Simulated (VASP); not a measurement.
# GaP (P6_3/mmc) in VASP: a series of runs

Aim: see how the results for GaP move with the level of theory and the settings. Levels: PBE, r2SCAN. Tasks: single point, relaxation of cell and atoms.

Program: VASP 6.6.1. These are calculated values, not measurements. Logs are shortened: lines on timing, memory, paths and dates and some standing lists are left out, and cuts for length are marked.

**1. The cell of the first run**

Symmetry: P6_3/mmc, No. 194, hexagonal system. Conventional cell: a = 3.597 Å, b = 3.597 Å, c = 6.031 Å, α = 90.00°, β = 90.00°, γ = 120.00°. Within 3.4 Å of Ga (site symmetry -3m) lie 6 P at 2.57 Å and 2 Ga at 3.02 Å. Within 3.4 Å of P (site symmetry -6m2) lie 6 Ga at 2.57 Å.

**2. Single point, PBE**

Contents of INCAR:

```
SYSTEM = GaP
PREC = Accurate
ENCUT = 520
EDIFF = 1E-6
ISMEAR = -1
SIGMA = 0.02
LREAL = .FALSE.
LASPH = .TRUE.
NELM = 60
ALGO = Normal
ISIF = 2
LWAVE = .FALSE.
LCHARG = .FALSE.
GGA = PE
NBANDS = 26
```

Contents of KPOINTS:

```
Automatic mesh
0
G
  12 12 4
  0 0 0
```

Contents of POSCAR:

```
GaP
1.0
    3.5965004752      0.0000000000      0.0000000000
   -1.7982502376      3.1146607762      0.0000000000
    0.0000000000      0.0000000000      6.0305309166
Ga P
2 2
Direct
    0.0000000000      0.0000000000      0.0000000000
    0.0000000000      0.0000000000      0.5000000000
    0.3333333333      0.6666666667      0.2500000000
    0.6666666667      0.3333333333      0.7500000000
```

Potentials or basis: VASP PAW PBE potentials, release 64 (Ga_d, P).

Launch:

```sh
$ cat potpaw_PBE.64/Ga_d/POTCAR potpaw_PBE.64/P/POTCAR > POTCAR
$ mpirun -np 1 vasp_std > vasp.out
```

OUTCAR:

```text
SYSTEM = GaP
   PREC = Accurate
   ENCUT = 520
   EDIFF = 1E-6
   ISMEAR = -1
   LREAL = .FALSE.
   LASPH = .TRUE.
   NELM = 60
   ISIF = 2
   GGA = PE

 ion  position               nearest neighbor table
   1  0.000  0.000  0.000-   3 2.57   4 2.57   3 2.57   4 2.57   4 2.57   3 2.57
   2  0.000  0.000  0.500-   3 2.57   4 2.57   3 2.57   4 2.57   4 2.57   3 2.57
   3  0.333  0.667  0.250-   1 2.57   2 2.57   1 2.57   2 2.57   1 2.57   2 2.57
   4  0.667  0.333  0.750-   1 2.57   2 2.57   1 2.57   2 2.57   1 2.57   2 2.57

  LATTYP: Found a hexagonal cell.
 ALAT       =     3.5965004752
 C/A-ratio  =     1.6767774558

  Lattice vectors:

 A1 = (   3.5965004752,   0.0000000000,   0.0000000000)
 A2 = (  -1.7982502376,   3.1146607762,   0.0000000000)
 A3 = (   0.0000000000,   0.0000000000,   6.0305309166)

Analysis of symmetry for initial positions (statically):
=====================================================================
 Subroutine PRICEL returns:
 Original cell was already a primitive cell.

 Routine SETGRP: Setting up the symmetry group for a
 hexagonal supercell.

 Subroutine GETGRP returns: Found 24 space group operations
 (whereof 12 operations were pure point group operations)
 out of a pool of 24 trial point group operations.

The static configuration has the point symmetry D_3d.
 The point group associated with its full space group is D_6h.

Analysis of symmetry for dynamics (positions and initial velocities):
=====================================================================
 Subroutine PRICEL returns:
 Original cell was already a primitive cell.

 Routine SETGRP: Setting up the symmetry group for a
 hexagonal supercell.

 Subroutine GETGRP returns: Found 24 space group operations
 (whereof 12 operations were pure point group operations)
 out of a pool of 24 trial point group operations.

The dynamic configuration has the point symmetry D_3d.
 The point group associated with its full space group is D_6h.

 Subroutine INISYM returns: Found 24 space group operations
 (whereof 12 operations are pure point group operations),
 and found     1 'primitive' translations

----------------------------------------------------------------------------------------

                                     Primitive cell

  volume of cell :      67.5533

  direct lattice vectors                    reciprocal lattice vectors
     3.596500475  0.000000000  0.000000000     0.278048066  0.160531126  0.000000000
    -1.798250238  3.114660776  0.000000000     0.000000000  0.321062251  0.000000000
     0.000000000  0.000000000  6.030530917     0.000000000  0.000000000  0.165822879

  length of vectors
     3.596500475  3.596500475  6.030530917     0.321062251  0.321062251  0.165822879

  position of ions in fractional coordinates (direct lattice)
     0.000000000  0.000000000  0.000000000
     0.000000000  0.000000000  0.500000000
     0.333333333  0.666666667  0.250000000
     0.666666667  0.333333333  0.750000000

  ion indices of the primitive-cell ions
   primitive index   ion index
                 1           1
                 2           2
                 3           3
                 4           4

----------------------------------------------------------------------------------------

 KPOINTS: Automatic mesh

Automatic generation of k-mesh.
 Grid dimensions read from file:
 generate k-points for:   12   12    4

 Generating k-lattice:

  Cartesian coordinates                     Fractional coordinates (reciprocal lattice)
     0.023170672  0.013377594  0.000000000     0.083333333 -0.000000000  0.000000000
     0.000000000  0.026755188  0.000000000     0.000000000  0.083333333  0.000000000
     0.000000000  0.000000000  0.041455720     0.000000000  0.000000000  0.250000000

  Length of vectors
     0.026755188  0.026755188  0.041455720

  Shift w.r.t. Gamma in fractional coordinates (k-lattice)
     0.000000000  0.000000000  0.000000000

 Subroutine IBZKPT returns following result:
 ===========================================

 Found     57 irreducible k-points:

 Following reciprocal coordinates:
            Coordinates               Weight
  0.000000  0.000000  0.000000      1.000000
  0.083333  0.000000  0.000000      6.000000
  0.166667  0.000000  0.000000      6.000000
  0.250000  0.000000  0.000000      6.000000
  0.333333  0.000000  0.000000      6.000000
  0.416667  0.000000  0.000000      6.000000
[... 16 lines left out ...]
  0.250000  0.000000  0.250000     12.000000
  0.333333  0.000000  0.250000     12.000000
 [... further k-points ...]
   k-points           NKPTS =     57   k-points in BZ     NKDIM =     57   number of bands    NBANDS=     26
   number of dos      NEDOS =    301   number of ions     NIONS =      4
   total plane-waves  NPLWV =  37632
   dimension x,y,z NGX =    28 NGY =   28 NGZ =   48
   dimension x,y,z NGXF=    56 NGYF=   56 NGZF=   96
   ions per type =               2   2
   NGX,Y,Z   is equivalent  to a cutoff of  12.94, 12.94, 13.23 a.u.
   NGXF,Y,Z  is equivalent  to a cutoff of  25.89, 25.89, 26.46 a.u.
 SYSTEM =  GaP
   PREC   = accura    normal or accurate (medium, high low for compatibility)
   ISTART =      0    job   : 0-new  1-cont  2-samecut
   ICHARG =      2    charge: 1-file 2-atom 10-const
   ISPIN  =      1    spin polarized calculation?
   LNONCOLLINEAR =      F non collinear calculations
   LSORBIT =      F    spin-orbit coupling
   LASPH  =      T    aspherical Exc in radial PAW
   ENCUT  =  520.0 eV  38.22 Ry    6.18 a.u.   6.69  6.69 11.21*2*pi/ulx,y,z
   NELM   =     60;   NELMIN=  2; NELMDL= -5     # of ELM steps
   EDIFF  = 0.1E-05   stopping-criterion for ELM
   LREAL  =      F    real-space projection
   EDIFFG = 0.1E-04   stopping-criterion for IOM
   NSW    =      0    number of steps for IOM
   IBRION =     -1    ionic relax: 0-MD 1-quasi-New 2-CG
   NFREE  =      0    steps in history (QN), initial steepest desc. (CG)
   ISIF   =      2    stress and relaxation
   ISYM   =      2    0-nonsym 1-usesym 2-fastsym
   POTIM  = 0.5000    time-step for ionic-motion
   TEBEG  =    0.0;   TEEND  =   0.0 temperature during run
   PSTRESS=    0.0 pullay stress
   NELECT =      36.0000    total number of electrons
   NUPDOWN=      -1.0000    fix difference up-down
   EMIN   =  10.00;   EMAX   =-10.00  energy-range for DOS
   EFERMI =   0.00;   METHOD = LEGACY
   ISMEAR =    -1;   SIGMA  =   0.02  broadening in eV -4-tet -1-fermi 0-gaus
   EFERMI_NEDOS =   21; number of points for ismear=-14 and -15
   IALGO  =     38    algorithm
   IMIX   =      4    mixing-type and parameters
     AMIX     =   0.40;   BMIX     =  1.00
     AMIX_MAG =   1.60;   BMIX_MAG =  1.00
  volume/ion in A,a.u.               =      16.89       113.97
  Fermi-wavevector in a.u.,A,eV,Ry     =   1.327273  2.508182 23.968745  1.761653
  Thomas-Fermi vector in A             =   2.456597
   LORBIT       =      0    0 simple, 1 ext, 2 COOP (PROOUT), +10 PAW based schemes
   GGA     = PE    functional components
   LHFCALC =     F    Hartree Fock is set to
   AEXX    =    0.0000 exact exchange contribution
   IVDW    =     0    specifies the selected vdW correction
   LEPSILON=     F    determine dielectric tensor
   LRPA    =     F    only Hartree local field effects (RPA)
 non-spin polarized calculation
  energy-cutoff  :      520.00
  volume of cell :       67.55
 maximum number of plane-waves:      1858
 NGX is ok and might be reduce to    28
   NGX = 13   NGY = 13   NGZ = 23

 number of electron      35.9999992 magnetization

 Free energy of the ion-electron system (eV)
  ---------------------------------------------------
  ext. energy  EPLUGINS =         0.00000000
  ---------------------------------------------------
  free energy    TOTEN  =       -16.45330265 eV

  energy without entropy =      -16.45142558  energy(sigma->0) =      -16.45236411

 E-fermi :   6.6099     XC(G=0): -11.0188

 val. band max:        6.5685907738   @ k =   0.2500   0.0000   0.2500
 cond. band min:       6.6147453713   @ k =   0.1667   0.0833   0.0000
 fundamental gap:      0.0461545976
 Fermi energy:         6.6098922195

 k-point     1 :       0.0000    0.0000    0.0000
  band No.  band energies     occupation
      1      -8.2126      2.00000
      2      -8.1648      2.00000
      3      -8.1648      2.00000
      4      -8.0903      2.00000
      5      -8.0903      2.00000
      6      -8.0805      2.00000
[... 18 lines left out ...]
     25      12.8225      0.00000
     26      13.6554      0.00000

 k-point     2 :       0.0833    0.0000    0.0000
  band No.  band energies     occupation
      1      -8.2111      2.00000
      2      -8.1783      2.00000
      3      -8.1642      2.00000
      4      -8.0925      2.00000
      5      -8.0870      2.00000
      6      -8.0823      2.00000
[... 18 lines left out ...]
     25      13.1986      0.00000
     26      13.6888      0.00000

 k-point     3 :       0.1667    0.0000    0.0000
  band No.  band energies     occupation
      1      -8.2144      2.00000
      2      -8.2070      2.00000
      3      -8.1635      2.00000
      4      -8.0993      2.00000
      5      -8.0871      2.00000
      6      -8.0784      2.00000
[... 18 lines left out ...]
     25      13.2313      0.00000
     26      13.5056      0.00000

 k-point     4 :       0.2500    0.0000    0.0000
  band No.  band energies     occupation
      1      -8.2613      2.00000
      2      -8.2014      2.00000
      3      -8.1643      2.00000
      4      -8.1095      2.00000
      5      -8.0940      2.00000
      6      -8.0681      2.00000
[... 18 lines left out ...]
     25      13.8971      0.00000
     26      14.0892      0.00000
[... 496 lines left out ...]
      1      -8.1967      2.00000
      2      -8.1741      2.00000
      3      -8.1488      2.00000
      4      -8.1132      2.00000
      5      -8.0875      2.00000
      6      -8.0814      2.00000
[... 18 lines left out ...]
     25      12.7103      0.00000
     26      13.9670      0.00000

 k-point    23 :       0.2500    0.0000    0.2500
  band No.  band energies     occupation
      1      -8.2391      2.00000
      2      -8.1686      2.00000
      3      -8.1486      2.00000
      4      -8.1286      2.00000
      5      -8.0877      2.00000
      6      -8.0791      2.00000
[... 18 lines left out ...]
     25      13.7906      0.00000
     26      14.4647      0.00000

 k-point    24 :       0.3333    0.0000    0.2500
  band No.  band energies     occupation
      1      -8.2787      2.00000
      2      -8.1634      2.00000
      3      -8.1499      2.00000
      4      -8.1437      2.00000
      5      -8.0938      2.00000
      6      -8.0734      2.00000
[... 18 lines left out ...]
     25      14.7847      0.00000
     26      15.5397      0.00000

 [... further k-points ...]

------------------------ aborting loop because EDIFF is reached ----------------------------------------

  FORCE on cell =-STRESS in cart. coord.  units (eV):
  Direction    XX          YY          ZZ          XY          YZ          ZX
  --------------------------------------------------------------------------------------
  -------------------------------------------------------------------------------------
  Total        0.8785225      0.8785225      1.2643719     -0.0000000      0.0000000      0.0000000
  in kB       20.8361306     20.8361306     29.9874125     -0.0000000      0.0000000      0.0000000
  external PRESSURE =      23.8865579 kB  Pullay stress =       0.0000000 kB

 VOLUME and BASIS-vectors are now :
 -----------------------------------------------------------------------------
  energy-cutoff  :      520.00
  volume of cell :       67.55
      direct lattice vectors                 reciprocal lattice vectors
     3.596500475  0.000000000  0.000000000     0.278048066  0.160531126  0.000000000
    -1.798250238  3.114660776  0.000000000     0.000000000  0.321062251  0.000000000
     0.000000000  0.000000000  6.030530917     0.000000000  0.000000000  0.165822879

 POSITION                                       TOTAL-FORCE (eV/Angst)
 -----------------------------------------------------------------------------------
      0.00000      0.00000      0.00000         0.000000      0.000000      0.000000
      0.00000      0.00000      3.01527         0.000000      0.000000      0.000000
     -0.00000      2.07644      1.50763         0.000000     -0.000000     -0.000000
      1.79825      1.03822      4.52290        -0.000000      0.000000      0.000000
 -----------------------------------------------------------------------------------
    total drift:                               -0.000000      0.000000      0.000000

  FREE ENERGIE OF THE ION-ELECTRON SYSTEM (eV)
  ---------------------------------------------------
  free  energy   TOTEN  =       -16.4533026506 eV

  energy  without entropy=      -16.4514255766  energy(sigma->0) =      -16.45236411
```

Wall time 57 s (1 thread of AMD EPYC 9R45 (Zen 5), shared host); peak memory 0.21 GiB.

What came out:

- Free energy: -16.4533 eV
- Pressure: 2.4 GPa
- Band gap on the k mesh: zero (band 18 reaches 7.22 eV, above the bottom of band 19 at 3.47 eV)

**3. Single point, PBE**

This run uses another cell than the first one, of 17.32 Å³/atom, 1.025 times its volume.

Contents of INCAR:

```
SYSTEM = GaP
ALGO = Normal ; EDIFF = 1E-7
ENCUT = 520 ; GGA = PE
ISIF = 2 ; ISMEAR = -1
LASPH = .TRUE. ; LCHARG = .FALSE.
LREAL = .FALSE. ; LWAVE = .FALSE.
NBANDS = 26 ; NELM = 60
PREC = Accurate ; SIGMA = 0.02
```

Contents of KPOINTS:

```
k-points
0
G
  12 12 4
  0 0 0
```

Contents of POSCAR:

```
GaP
1.0
    3.6182508943      0.0000000000      0.0000000000
   -1.8091254471      3.1334971917      0.0000000000
    0.0000000000      0.0000000000      6.1100190523
Ga P
2 2
Direct
    0.0000000000      0.0000000000      0.0000000000
    0.0000000000      0.0000000000      0.5000000000
    0.3333333333      0.6666666667      0.2500000000
    0.6666666667      0.3333333333      0.7500000000
```

Potentials or basis: VASP PAW PBE potentials, release 64 (Ga_d, P).

Launch:

```sh
$ cat potpaw_PBE.64/Ga_d/POTCAR potpaw_PBE.64/P/POTCAR > POTCAR
$ mpirun -np 1 vasp_std > vasp.out
```

Wall time 67 s (1 thread of AMD EPYC 9R45 (Zen 5), shared host); peak memory 0.2 GiB.

Results (log left out):

```
Free energy            : -16.4677 eV
Pressure               : 0.1 GPa
Band gap on the k mesh : zero (band 18 reaches 6.93 eV, above the bottom of band 19 at 3.28 eV)
```

Levels at points of the mesh, in eV from the Fermi level:
| k point | band 16 | band 17 | band 18 | band 19 | band 20 | band 21 |
| --- | --- | --- | --- | --- | --- | --- |
| (0.00, 0.00, 0.00) | -0.16 | 0.34 | 0.34 | 0.89 | 3.11 | 5.07 |
| (0.50, 0.00, 0.00) | -4.22 | -2.49 | 0.17 | 1.39 | 1.69 | 3.01 |
| (0.00, 0.00, 0.50) | 0.16 | 0.16 | 0.16 | 2.89 | 2.89 | 4.66 |
| (0.50, 0.00, 0.50) | -1.81 | -1.56 | -1.56 | -0.07 | -0.07 | 3.50 |

**4. Single point, r2SCAN**

Contents of POSCAR:

```
GaP
1.0
    3.5965004752      0.0000000000      0.0000000000
   -1.7982502376      3.1146607762      0.0000000000
    0.0000000000      0.0000000000      6.0305309166
Ga P
2 2
Direct
    0.0000000000      0.0000000000      0.0000000000
    0.0000000000      0.0000000000      0.5000000000
    0.3333333333      0.6666666667      0.2500000000
    0.6666666667      0.3333333333      0.7500000000
```

Contents of INCAR.step1:

```
PREC = Accurate
ENCUT = 520
ISMEAR = -1
SIGMA = 0.02
LREAL = False
LASPH = True
NELM = 80
NBANDS = 26
GGA = PE
ALGO = Normal
EDIFF = 1E-4
LWAVE = True
LCHARG = False
```

Contents of INCAR.step2:

```
PREC = Accurate
ENCUT = 520
EDIFF = 1E-6
ISMEAR = -1
SIGMA = 0.02
LREAL = False
LASPH = True
NELM = 80
ALGO = Normal
ISIF = 2
LWAVE = False
LCHARG = False
METAGGA = R2SCAN
LMIXTAU = True
NBANDS = 26
ISTART = 1
```

Contents of KPOINTS:

```
regular mesh
0
Gamma
  12 12 4
```

Launch:

```sh
$ cat potpaw_PBE.64/Ga_d/POTCAR potpaw_PBE.64/P/POTCAR > POTCAR
$ cp INCAR.step1 INCAR
$ mpirun -np 1 vasp_std > vasp.out
$ cp INCAR.step2 INCAR
$ mpirun -np 1 vasp_std > vasp.out
```

Wall time 4.5 min (1 thread of AMD EPYC 9R45 (Zen 5), shared host); peak memory 0.21 GiB.

The run converged. Its results:

```
Free energy            : -40.7747 eV
Pressure               : -0.1 GPa
Band gap on the k mesh : zero (band 18 reaches 7.09 eV, above the bottom of band 19 at 3.24 eV)
```

Levels at points of the mesh, in eV from the Fermi level:
```csv
k point,band 14,band 15,band 16,band 17,band 18,band 19,band 20,band 21,band 22,band 23
"(0.00, 0.00, 0.00)",-0.25,-0.25,-0.17,0.31,0.31,1.60,3.59,5.44,5.44,6.16
"(0.50, 0.00, 0.00)",-5.48,-4.51,-4.50,-2.74,0.16,1.61,1.98,3.32,3.48,6.10
"(0.00, 0.00, 0.50)",-4.68,0.10,0.10,0.10,0.10,3.43,3.43,4.95,4.95,4.95
"(0.50, 0.00, 0.50)",-7.52,-1.88,-1.88,-1.73,-1.73,0.18,0.18,3.82,3.82,6.88
```

Caveat: the PAW data sets were made with another functional, which shifts forces and pressure a little.

[end of part 1 of 2]
